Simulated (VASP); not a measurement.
The system is Al2O3.

```
Al O
1.0
     2.40435    1.38815    4.37450
    -2.40435    1.38815    4.37450
     0.00000   -2.77631    4.37450
Al O
4 6
Direct
  0.35215 0.35215 0.35215
  0.14785 0.14785 0.14785
  0.64785 0.64785 0.64785
  0.85215 0.85215 0.85215
  0.55617 0.94383 0.25000
  0.25000 0.55617 0.94383
  0.94383 0.25000 0.55617
  0.44383 0.05617 0.75000
  0.75000 0.44383 0.05617
  0.05617 0.75000 0.44383
```

```yaml
Program: VASP 6.6.1
Task: relaxation of cell and atoms
Functional: LDA
Potentials_or_basis: VASP PAW LDA potentials, release 64 (Al, O)
Cutoff: 600 eV
k_mesh: 6 × 6 × 6
Occupations: gaussian, width 0.02 eV
Spin: no spin polarisation
```

At the start: pressure -11.7 GPa; volume 8.76 Å³/atom.

**Question.** How do energy, volume and symmetry change on relaxing?

**Answer.** Over 8 steps the energy falls by 16.2 meV/atom and the volume is 8.34 Å³/atom (-4.8 %); space group R-3c (No. 167, to 0.1 Å) before and after.

The path:
```
step  energy change (eV)  largest force (eV/Å)  pressure (GPa)  volume (Å³)
   1              0.0000                0.1008          -11.66        87.60
   2             -0.0233                0.1328           12.64        79.77
   3             -0.1613                0.0350           -0.09        83.40
   4             -0.1612                0.0351            0.16        83.32
   5             -0.1616                0.0074            0.18        83.30
   6             -0.1616                0.0034            0.18        83.31
   7             -0.1616                0.0019           -0.13        83.40
   8             -0.1617                0.0010            0.00        83.36
```

Final structure:
```xyz
10
Lattice="2.3662 1.3661 4.2982 -2.3662 1.3661 4.2982 0.0000 -2.7322 4.2982" Properties=species:S:1:pos:R:3 pbc="T T T"
Al    0.0000    0.0000    4.5389
Al    0.0000    0.0000    1.9085
Al    0.0000    0.0000    8.3559
Al    0.0000    0.0000   10.9862
O    -0.9193    1.3661    7.5219
O    -0.7234   -1.4792    7.5219
O     1.6427    0.1131    7.5219
O     0.9193   -1.3661    5.3728
O     0.7234    1.4792    5.3728
O    -1.6427   -0.1131    5.3728
```
